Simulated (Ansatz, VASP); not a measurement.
PF2: VASP beside Ansatz

```xyz
3
Lattice="3.7853 0.0000 0.0000 -1.8926 3.2781 0.0000 0.0000 0.0000 2.7440" Properties=species:S:1:pos:R:3 pbc="T T T"
P     0.0000    0.0000    1.3720
F     0.0000    2.1854    1.3720
F     1.8926    1.0927    1.3720
```

Alike in both runs: task relaxation of cell and atoms; functional PBE; dispersion D3(BJ); k mesh 12 × 12 × 16; occupations gaussian, width 0.1 eV; no spin polarisation.

```csv
,VASP,Ansatz
version,VASP 6.6.1,Ansatz 0.2.0
potentials or method,"VASP PAW PBE potentials, release 64 (P, F), cutoff 600 eV","scalar-relativistic, plane waves, PAW"
valence electrons in the cell,19,19
```

VASP gave:

- gap on the k mesh at the Fermi level, each at its own relaxed structure (eV): none
- relaxed volume (Å³/atom): 11.22
- relaxed length of the cell vector where the two differ most in proportion (Å): 2.714

**Question.** Which values does Ansatz return?

**Answer.** gap on the k mesh at the Fermi level, each at its own relaxed structure (eV): none; relaxed volume (Å³/atom): 11.28; relaxed length of the cell vector where the two differ most in proportion (Å): 2.723.

A gap of «none» marks a metal or a gap that the smearing closes.
